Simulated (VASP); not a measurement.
GaSb:

```
Sb Ga
1.0
    -2.75343    2.75343    1.59071
     2.75343   -2.75343    1.59071
     2.75343    2.75343   -1.59071
Sb Ga
1 1
Direct
  0.00000 0.00000 0.00000
  0.75000 0.25000 0.50000
```

Base run:

- Program: VASP 6.6.1
- Functional: PBEsol
- Potentials or basis: VASP PAW PBE potentials, release 64 (Sb, Ga_d)
- Cutoff: 520 eV
- k mesh: 10 × 10 × 10
- Occupations: fermi-dirac, width 0.05 eV
- Spin: no spin polarisation

Its results: band gap on the k mesh zero (band 9 reaches 8.20 eV, above the bottom of band 10 at 3.69 eV); pressure -2.9 GPa.

Problem. After a change of settings the same cell gave: band gap on the k mesh zero (band 9 reaches 8.16 eV, above the bottom of band 10 at 3.69 eV); pressure -4.3 GPa. Which change was it?
A. functional from PBEsol to PBE; further incar settings from ALGO = Normal; EDIFF = 1e-06; NBANDS = 16 to ALGO = Normal; EDIFF = 1e-08; NBANDS = 16
B. functional from PBEsol to PBE
C. functional from PBEsol to LDA; potentials or basis from VASP PAW PBE potentials, release 64 (Sb, Ga_d) to VASP PAW LDA potentials, release 64 (Sb, Ga_d)
D. occupations from fermi-dirac, width 0.05 eV to gaussian, width 0.1 eV

Solution. C.

Caveats: spin-orbit coupling is left out, which moves the levels of the heavy elements; the PAW data sets were made with another functional, which shifts forces and pressure a little (some runs).
